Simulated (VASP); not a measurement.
# BeGa3 (I4/mmm) in VASP: further runs

BeGa3 is run at these levels: PBE; tasks: single point.

Program: VASP 6.6.1. These are calculated values, not measurements. Logs are shortened: lines on timing, memory, paths and dates and some standing lists are left out, and cuts for length are marked.

### 1 The cell of the first run

It takes space group I4/mmm (No. 139, tetragonal). The conventional cell has a = 4.087 Å, b = 4.087 Å, c = 7.581 Å, α = 90.00°, β = 90.00°, γ = 90.00°. Within 3.8 Å of Be (site symmetry 4/mmm) lie 14 Ga at 2.79 to 3.79 Å. Ga (site symmetry -4m2) has 4 Be at 2.79 Å and 10 Ga at 2.79 to 3.79 Å within 3.8 Å. Ga (site symmetry 4/mmm) has 8 Ga at 2.79 Å and 6 Be at 2.89 to 3.79 Å within 3.8 Å.

### 2 Single point, PBE

INCAR

```
PREC = Accurate ; ENCUT = 520
EDIFF = 1E-6 ; ISMEAR = -1
SIGMA = 0.05 ; LREAL = False
LASPH = True ; NELM = 60
ALGO = Normal ; ISIF = 2
LWAVE = False ; LCHARG = False
GGA = PE ; NBANDS = 28
```

KPOINTS

```
Automatic mesh
0
Gamma
  7 7 7
```

POSCAR

```
BeGa3
1.0
   -2.0436200000      2.0436200000      3.7906850000
    2.0436200000     -2.0436200000      3.7906850000
    2.0436200000      2.0436200000     -3.7906850000
Be Ga
1 3
Direct
    0.0000000000      0.0000000000      0.0000000000
    0.7500000000      0.2500000000      0.5000000000
    0.2500000000      0.7500000000      0.5000000000
    0.5000000000      0.5000000000      0.0000000000
```

Potentials or basis: VASP PAW PBE potentials, release 64 (Be, Ga_d).

Launch:

```bash
> cat potpaw_PBE.64/Be/POTCAR potpaw_PBE.64/Ga_d/POTCAR > POTCAR
> mpirun -np 1 vasp_std > vasp.out
```

OUTCAR:

```text
PREC = Accurate
   ENCUT = 520
   EDIFF = 1E-6
   ISMEAR = -1
   LREAL = False
   LASPH = True
   NELM = 60
   ISIF = 2
   GGA = PE

 ion  position               nearest neighbor table
   1  0.000  0.000  0.000-
   2  0.750  0.250  0.500-   4 2.79   4 2.79   4 2.79   4 2.79   3 2.89   3 2.89   3 2.89   3 2.89

   3  0.250  0.750  0.500-   4 2.79   4 2.79   4 2.79   4 2.79   2 2.89   2 2.89   2 2.89   2 2.89

   4  0.500  0.500  0.000-   3 2.79   2 2.79   3 2.79   2 2.79   2 2.79   3 2.79   2 2.79   3 2.79

  LATTYP: Found a body centered tetragonal cell.
 ALAT       =     4.0872400000
 C/A-ratio  =     1.8548874057

  Lattice vectors:

 A1 = (  -2.0436200000,   2.0436200000,   3.7906850000)
 A2 = (   2.0436200000,  -2.0436200000,   3.7906850000)
 A3 = (   2.0436200000,   2.0436200000,  -3.7906850000)

Analysis of symmetry for initial positions (statically):
=====================================================================
 Subroutine PRICEL returns:
 Original cell was already a primitive cell.

 Routine SETGRP: Setting up the symmetry group for a
 body centered tetragonal supercell.

 Subroutine GETGRP returns: Found 16 space group operations
 (whereof 16 operations were pure point group operations)
 out of a pool of 16 trial point group operations.

The static configuration has the point symmetry D_4h.

Analysis of symmetry for dynamics (positions and initial velocities):
=====================================================================
 Subroutine PRICEL returns:
 Original cell was already a primitive cell.

 Routine SETGRP: Setting up the symmetry group for a
 body centered tetragonal supercell.

 Subroutine GETGRP returns: Found 16 space group operations
 (whereof 16 operations were pure point group operations)
 out of a pool of 16 trial point group operations.

The dynamic configuration has the point symmetry D_4h.

 Subroutine INISYM returns: Found 16 space group operations
 (whereof 16 operations are pure point group operations),
 and found     1 'primitive' translations

----------------------------------------------------------------------------------------

                                     Primitive cell

  volume of cell :      63.3254

  direct lattice vectors                    reciprocal lattice vectors
    -2.043620000  2.043620000  3.790685000     0.000000000  0.244663881  0.131902282
     2.043620000 -2.043620000  3.790685000     0.244663881  0.000000000  0.131902282
     2.043620000  2.043620000 -3.790685000     0.244663881  0.244663881  0.000000000

  length of vectors
     4.766766008  4.766766008  4.766766008     0.277954360  0.277954360  0.346006978

  position of ions in fractional coordinates (direct lattice)
     0.000000000  0.000000000  0.000000000
     0.750000000  0.250000000  0.500000000
     0.250000000  0.750000000  0.500000000
     0.500000000  0.500000000  0.000000000

  ion indices of the primitive-cell ions
   primitive index   ion index
                 1           1
                 2           2
                 3           3
                 4           4

----------------------------------------------------------------------------------------

 KPOINTS: Automatic mesh

Automatic generation of k-mesh.
 Grid dimensions read from file:
 generate k-points for:    7    7    7

 Generating k-lattice:

  Cartesian coordinates                     Fractional coordinates (reciprocal lattice)
     0.000000000  0.034951983  0.018843183     0.142857143  0.000000000  0.000000000
     0.034951983  0.000000000  0.018843183     0.000000000  0.142857143  0.000000000
     0.034951983  0.034951983  0.000000000     0.000000000  0.000000000  0.142857143

  Length of vectors
     0.039707766  0.039707766  0.049429568

  Shift w.r.t. Gamma in fractional coordinates (k-lattice)
     0.000000000  0.000000000  0.000000000

 Subroutine IBZKPT returns following result:
 ===========================================

 Found     40 irreducible k-points:

 Following reciprocal coordinates:
            Coordinates               Weight
  0.000000  0.000000  0.000000      1.000000
  0.142857  0.000000 -0.000000      8.000000
  0.285714  0.000000  0.000000      8.000000
  0.428571  0.000000 -0.000000      8.000000
  0.142857  0.142857 -0.000000      8.000000
  0.285714  0.142857  0.000000     16.000000
[... 16 lines left out ...]
 -0.142857  0.285714  0.142857      8.000000
 -0.428571  0.428571  0.142857      8.000000
 [... further k-points ...]
   k-points           NKPTS =     40   k-points in BZ     NKDIM =     40   number of bands    NBANDS=     28
   number of dos      NEDOS =    301   number of ions     NIONS =      4
   total plane-waves  NPLWV =  46656
   dimension x,y,z NGX =    36 NGY =   36 NGZ =   36
   dimension x,y,z NGXF=    72 NGYF=   72 NGZF=   72
   ions per type =               1   3
   NGX,Y,Z   is equivalent  to a cutoff of  12.56, 12.56, 12.56 a.u.
   NGXF,Y,Z  is equivalent  to a cutoff of  25.11, 25.11, 25.11 a.u.
 SYSTEM =  unknown system
   PREC   = accura    normal or accurate (medium, high low for compatibility)
   ISTART =      0    job   : 0-new  1-cont  2-samecut
   ICHARG =      2    charge: 1-file 2-atom 10-const
   ISPIN  =      1    spin polarized calculation?
   LNONCOLLINEAR =      F non collinear calculations
   LSORBIT =      F    spin-orbit coupling
   LASPH  =      T    aspherical Exc in radial PAW
   ENCUT  =  520.0 eV  38.22 Ry    6.18 a.u.   8.86  8.86  8.86*2*pi/ulx,y,z
   NELM   =     60;   NELMIN=  2; NELMDL= -5     # of ELM steps
   EDIFF  = 0.1E-05   stopping-criterion for ELM
   LREAL  =      F    real-space projection
   EDIFFG = 0.1E-04   stopping-criterion for IOM
   NSW    =      0    number of steps for IOM
   IBRION =     -1    ionic relax: 0-MD 1-quasi-New 2-CG
   NFREE  =      0    steps in history (QN), initial steepest desc. (CG)
   ISIF   =      2    stress and relaxation
   ISYM   =      2    0-nonsym 1-usesym 2-fastsym
   POTIM  = 0.5000    time-step for ionic-motion
   TEBEG  =    0.0;   TEEND  =   0.0 temperature during run
   PSTRESS=    0.0 pullay stress
   NELECT =      41.0000    total number of electrons
   NUPDOWN=      -1.0000    fix difference up-down
   EMIN   =  10.00;   EMAX   =-10.00  energy-range for DOS
   EFERMI =   0.00;   METHOD = LEGACY
   ISMEAR =    -1;   SIGMA  =   0.05  broadening in eV -4-tet -1-fermi 0-gaus
   EFERMI_NEDOS =   21; number of points for ismear=-14 and -15
   IALGO  =     38    algorithm
   IMIX   =      4    mixing-type and parameters
     AMIX     =   0.40;   BMIX     =  1.00
     AMIX_MAG =   1.60;   BMIX_MAG =  1.00
  volume/ion in A,a.u.               =      15.83       106.84
  Fermi-wavevector in a.u.,A,eV,Ry     =   1.416262  2.676346 27.290521  2.005797
  Thomas-Fermi vector in A             =   2.537614
   LORBIT       =      0    0 simple, 1 ext, 2 COOP (PROOUT), +10 PAW based schemes
   GGA     = PE    functional components
   LHFCALC =     F    Hartree Fock is set to
   AEXX    =    0.0000 exact exchange contribution
   IVDW    =     0    specifies the selected vdW correction
   LEPSILON=     F    determine dielectric tensor
   LRPA    =     F    only Hartree local field effects (RPA)
 non-spin polarized calculation
  energy-cutoff  :      520.00
  volume of cell :       63.33
 maximum number of plane-waves:      1722
   NGX = 17   NGY = 17   NGZ = 17

 number of electron      40.9999980 magnetization

 Free energy of the ion-electron system (eV)
  ---------------------------------------------------
  ext. energy  EPLUGINS =         0.00000000
  ---------------------------------------------------
  free energy    TOTEN  =       -11.35948152 eV

  energy without entropy =      -11.34156506  energy(sigma->0) =      -11.35052329

 E-fermi :   6.1513     XC(G=0): -11.1050

 val. band max:        6.1440256040   @ k =  -0.1429  -0.1429   0.1429
 cond. band min:       6.1600481052   @ k =   0.1429   0.0000  -0.0000
 fundamental gap:      0.0160225012
 Fermi energy:         6.1512909100

 k-point     1 :       0.0000    0.0000    0.0000
  band No.  band energies     occupation
      1      -9.0849      2.00000
      2      -9.0459      2.00000
      3      -8.9827      2.00000
      4      -8.9772      2.00000
      5      -8.9772      2.00000
      6      -8.8984      2.00000
[... 20 lines left out ...]
     27      10.8374      0.00000
     28      10.8374      0.00000

 k-point     2 :       0.1429    0.0000   -0.0000
  band No.  band energies     occupation
      1      -9.0653      2.00000
      2      -9.0394      2.00000
      3      -8.9981      2.00000
      4      -8.9976      2.00000
      5      -8.9491      2.00000
      6      -8.9164      2.00000
[... 20 lines left out ...]
     27       9.7993      0.00000
     28      10.2507      0.00000

 k-point     3 :       0.2857    0.0000    0.0000
  band No.  band energies     occupation
      1      -9.0343      2.00000
      2      -9.0310      2.00000
      3      -9.0107      2.00000
      4      -8.9679      2.00000
      5      -8.9451      2.00000
      6      -8.8866      2.00000
[... 20 lines left out ...]
     27      11.0507      0.00000
     28      13.2298      0.00000

 k-point     4 :       0.4286    0.0000   -0.0000
  band No.  band energies     occupation
      1      -9.0513      2.00000
      2      -9.0234      2.00000
      3      -8.9489      2.00000
      4      -8.9391      2.00000
      5      -8.9141      2.00000
      6      -8.8485      2.00000
[... 578 lines left out ...]
     27      13.7970      0.00000
     28      14.2277      0.00000

 k-point    23 :      -0.1429    0.2857    0.1429
  band No.  band energies     occupation
      1      -9.0363      2.00000
      2      -9.0059      2.00000
      3      -8.9648      2.00000
      4      -8.9528      2.00000
      5      -8.9255      2.00000
      6      -8.8623      2.00000
[... 20 lines left out ...]
     27      14.3216      0.00000
     28      14.4582      0.00000

 k-point    24 :      -0.4286    0.4286    0.1429
  band No.  band energies     occupation
      1      -9.0407      2.00000
      2      -8.9949      2.00000
      3      -8.9910      2.00000
      4      -8.9541      2.00000
      5      -8.9200      2.00000
      6      -8.9191      2.00000
[... 20 lines left out ...]
     27      13.6821      0.00000
     28      14.1468      0.00000

 [... further k-points ...]

------------------------ aborting loop because EDIFF is reached ----------------------------------------

  FORCE on cell =-STRESS in cart. coord.  units (eV):
  Direction    XX          YY          ZZ          XY          YZ          ZX
  --------------------------------------------------------------------------------------
  -------------------------------------------------------------------------------------
  Total       -0.7029193     -0.7029193      1.3237821      0.0000000     -0.0000000     -0.0000000
  in kB      -17.7843525    -17.7843525     33.4926193      0.0000000     -0.0000000     -0.0000000
  external PRESSURE =      -0.6920286 kB  Pullay stress =       0.0000000 kB

 VOLUME and BASIS-vectors are now :
 -----------------------------------------------------------------------------
  energy-cutoff  :      520.00
  volume of cell :       63.33
      direct lattice vectors                 reciprocal lattice vectors
    -2.043620000  2.043620000  3.790685000     0.000000000  0.244663881  0.131902282
     2.043620000 -2.043620000  3.790685000     0.244663881  0.000000000  0.131902282
     2.043620000  2.043620000 -3.790685000     0.244663881  0.244663881  0.000000000

 POSITION                                       TOTAL-FORCE (eV/Angst)
 -----------------------------------------------------------------------------------
      0.00000      0.00000      0.00000         0.000000     -0.000000     -0.000000
      0.00000      2.04362      1.89534        -0.000000      0.000000      0.000000
      2.04362      0.00000      1.89534         0.000000     -0.000000     -0.000000
      0.00000      0.00000      3.79068         0.000000     -0.000000     -0.000000
 -----------------------------------------------------------------------------------
    total drift:                               -0.000000      0.000000      0.000000

  FREE ENERGIE OF THE ION-ELECTRON SYSTEM (eV)
  ---------------------------------------------------
  free  energy   TOTEN  =       -11.3594815221 eV

  energy  without entropy=      -11.3415650614  energy(sigma->0) =      -11.35052329
```

It took 61 s on 1 thread of AMD EPYC 7R13 (Zen 3), shared host; peak memory 0.2 GiB.

Results:

```yaml
Free_energy: -11.3595 eV
Pressure: -0.1 GPa
Band_gap_on_the_k_mesh: zero (an odd number of electrons rules out a gap without spin polarisation)
```

Stress tensor (GPa, compression positive):
```
-1.78  0.00  0.00
 0.00 -1.78  0.00
 0.00  0.00  3.35
```

Levels at points of the mesh, in eV from the Fermi level:
```tsv
k point	band 17	band 18	band 19	band 20	band 21	band 22	band 23	band 24	band 25	band 26
(0.00, 0.00, 0.00)	-1.95	-0.85	-0.69	-0.29	-0.29	-0.03	-0.03	1.20	1.31	1.73
```

### 3 Single point, PBE

INCAR

```
SYSTEM = BeGa3
PREC = Accurate
ENCUT = 520
EDIFF = 1E-6
ISMEAR = -1
SIGMA = 0.05
LREAL = .False.
LASPH = .True.
NELM = 60
ALGO = Normal
ISIF = 2
LWAVE = .False.
LCHARG = .True.
GGA = PE
LELF = .True.
LVHAR = .True.
NBANDS = 28
```

KPOINTS

```
regular mesh
0
Gamma
  7 7 7
  0 0 0
```

POSCAR is that of step 2.

Potentials or basis: VASP PAW PBE potentials, release 64 (Be, Ga_d).

Launch:

```bash
> cat potpaw_PBE.64/Be/POTCAR potpaw_PBE.64/Ga_d/POTCAR > POTCAR
> mpirun -np 1 vasp_std > vasp.out
```

OUTCAR:

```text
SYSTEM = BeGa3
   PREC = Accurate
   ENCUT = 520
   EDIFF = 1E-6
   ISMEAR = -1
   LREAL = .False.
   LASPH = .True.
   NELM = 60
   ISIF = 2
   GGA = PE

 ion  position               nearest neighbor table
   1  0.000  0.000  0.000-
   2  0.750  0.250  0.500-   4 2.79   4 2.79   4 2.79   4 2.79   3 2.89   3 2.89   3 2.89   3 2.89

   3  0.250  0.750  0.500-   4 2.79   4 2.79   4 2.79   4 2.79   2 2.89   2 2.89   2 2.89   2 2.89

   4  0.500  0.500  0.000-   3 2.79   2 2.79   3 2.79   2 2.79   2 2.79   3 2.79   2 2.79   3 2.79

  LATTYP: Found a body centered tetragonal cell.
 ALAT       =     4.0872400000
 C/A-ratio  =     1.8548874057

  Lattice vectors:

 A1 = (  -2.0436200000,   2.0436200000,   3.7906850000)
 A2 = (   2.0436200000,  -2.0436200000,   3.7906850000)
 A3 = (   2.0436200000,   2.0436200000,  -3.7906850000)

Analysis of symmetry for initial positions (statically):
[... 172 lines left out ...]
  free energy    TOTEN  =       -11.35948152 eV

  energy without entropy =      -11.34156506  energy(sigma->0) =      -11.35052329

 E-fermi :   6.1513     XC(G=0): -11.1050

 val. band max:        6.1440256040   @ k =  -0.1429  -0.1429   0.1429
 cond. band min:       6.1600481052   @ k =   0.1429   0.0000  -0.0000
 fundamental gap:      0.0160225012
 Fermi energy:         6.1512909100

 k-point     1 :       0.0000    0.0000    0.0000
  band No.  band energies     occupation
      1      -9.0849      2.00000
      2      -9.0459      2.00000
      3      -8.9827      2.00000
      4      -8.9772      2.00000
      5      -8.9772      2.00000
      6      -8.8984      2.00000
[... 733 lines left out ...]
     27      13.6821      0.00000
     28      14.1468      0.00000

 [... further k-points ...]

------------------------ aborting loop because EDIFF is reached ----------------------------------------

  FORCE on cell =-STRESS in cart. coord.  units (eV):
  Direction    XX          YY          ZZ          XY          YZ          ZX
  --------------------------------------------------------------------------------------
  -------------------------------------------------------------------------------------
  Total       -0.7029193     -0.7029193      1.3237821      0.0000000     -0.0000000     -0.0000000
  in kB      -17.7843525    -17.7843525     33.4926193      0.0000000     -0.0000000     -0.0000000
  external PRESSURE =      -0.6920286 kB  Pullay stress =       0.0000000 kB

 VOLUME and BASIS-vectors are now :
 -----------------------------------------------------------------------------
  energy-cutoff  :      520.00
  volume of cell :       63.33
      direct lattice vectors                 reciprocal lattice vectors
    -2.043620000  2.043620000  3.790685000     0.000000000  0.244663881  0.131902282
     2.043620000 -2.043620000  3.790685000     0.244663881  0.000000000  0.131902282
     2.043620000  2.043620000 -3.790685000     0.244663881  0.244663881  0.000000000

 POSITION                                       TOTAL-FORCE (eV/Angst)
 -----------------------------------------------------------------------------------
      0.00000      0.00000      0.00000         0.000000     -0.000000     -0.000000
      0.00000      2.04362      1.89534        -0.000000      0.000000      0.000000
      2.04362      0.00000      1.89534         0.000000     -0.000000     -0.000000
      0.00000      0.00000      3.79068         0.000000     -0.000000     -0.000000
 -----------------------------------------------------------------------------------
    total drift:                               -0.000000      0.000000      0.000000

  FREE ENERGIE OF THE ION-ELECTRON SYSTEM (eV)
  ---------------------------------------------------
  free  energy   TOTEN  =       -11.3594815221 eV

  energy  without entropy=      -11.3415650614  energy(sigma->0) =      -11.35052329
```

OSZICAR:

```text
N       E                     dE             d eps       ncg     rms          rms(c)
DAV:   1     0.260609176126E+03    0.26061E+03   -0.20188E+04  2288   0.266E+03
DAV:   2     0.180158800104E+02   -0.24259E+03   -0.23711E+03  2284   0.487E+02
DAV:   3    -0.106695516036E+02   -0.28685E+02   -0.28181E+02  2504   0.134E+02
DAV:   4    -0.114759920321E+02   -0.80644E+00   -0.80259E+00  2652   0.244E+01
DAV:   5    -0.114911466884E+02   -0.15155E-01   -0.15149E-01  2708   0.333E+00    0.192E+00
DAV:   6    -0.113799420924E+02    0.11120E+00   -0.27380E-01  3084   0.680E+00    0.970E-01
DAV:   7    -0.113629547148E+02    0.16987E-01   -0.33010E-02  3168   0.176E+00    0.366E-01
DAV:   8    -0.113594641768E+02    0.34905E-02   -0.45388E-03  2652   0.858E-01    0.280E-02
DAV:   9    -0.113594754901E+02   -0.11313E-04   -0.32161E-04  2756   0.625E-01    0.139E-02
DAV:  10    -0.113594801627E+02   -0.46726E-05   -0.49889E-05  3736   0.144E-01    0.594E-03
DAV:  11    -0.113594812946E+02   -0.11319E-05   -0.29184E-06  2144   0.838E-02    0.128E-03
DAV:  12    -0.113594815221E+02   -0.22750E-06   -0.40550E-06  2072   0.206E-02
   1 F= -.11359482E+02 E0= -.11350523E+02  d E =-.179165E-01
```

stdout:

```text
POSCAR found type information on POSCAR BeGa
 POSCAR found :  2 types and       4 ions
 scaLAPACK will be used
 LDA part: xc-table for (Slater+PW92), standard interpolation
 POSCAR, INCAR and KPOINTS ok, starting setup
 FFT: planning ... GRIDC
 FFT: planning ... GRID_SOFT
 FFT: planning ... GRID
 WAVECAR not read
 entering main loop
```

It took 60 s on 1 thread of AMD EPYC 7R13 (Zen 3), shared host; peak memory 0.2 GiB.

What came out:

| Item | Value |
| --- | --- |
| Free energy | -11.3595 eV |
| Pressure | -0.1 GPa |
| Band gap on the k mesh | zero (an odd number of electrons rules out a gap without spin polarisation) |

Stress tensor (GPa, compression positive):
```
-1.78  0.00  0.00
 0.00 -1.78  0.00
 0.00  0.00  3.35
```

Levels at points of the mesh, in eV from the Fermi level:
```tsv
k point	band 19	band 20	band 21	band 22	band 23	band 24
(0.00, 0.00, 0.00)	-0.69	-0.29	-0.29	-0.03	-0.03	1.20
```
